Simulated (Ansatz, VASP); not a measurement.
# NbSb in VASP and in Ansatz

```
CELL_PARAMETERS angstrom
-3.59104 0.00000 0.00000
0.00000 0.00000 -6.51245
0.00000 -7.18207 0.00000
ATOMIC_POSITIONS crystal
Nb 0.50000 0.13012 0.00000
Nb 0.50000 0.13012 0.50000
Nb 0.00000 0.86988 0.75000
Nb 0.00000 0.86988 0.25000
Sb 0.50000 0.67069 0.00000
Sb 0.50000 0.67069 0.50000
Sb 0.00000 0.32931 0.75000
Sb 0.00000 0.32931 0.25000
```

Alike in both runs: task single point; functional PBE; k mesh 6 × 4 × 4; occupations gaussian, width 0.2 eV; no spin polarisation.

```csv
,VASP,Ansatz
version,VASP 6.6.1,Ansatz 0.2.0
potentials or method,"VASP PAW PBE potentials, release 64 (Nb_sv, Sb), cutoff 520 eV","scalar-relativistic, plane waves, PAW"
valence electrons in the cell,72,112
```

|  | VASP | Ansatz | Ansatz less VASP |
| --- | --- | --- | --- |
| gap on the k mesh at the Fermi level (eV) | none | none | - |
| pressure (GPa) | -0.2 | 0.1 | +0.22 |
| traceless stress, the component that is largest in VASP (GPa) | 0.37 | 0.31 | -0.051 |
| rms of the force components (eV/Å) | 0.023 | 0.021 | -0.0016 |

Atom by atom the forces differ by 0.002 eV/Å (rms over components). A gap of «none» marks a metal or a gap that the smearing closes. With one functional, cell and mesh, what is left measures potentials, basis and numerics. VASP's potentials hold 72 valence electrons a cell and Ansatz's 112, so a difference there can come from the potentials and not from the codes.

Neither program's run includes spin-orbit coupling.
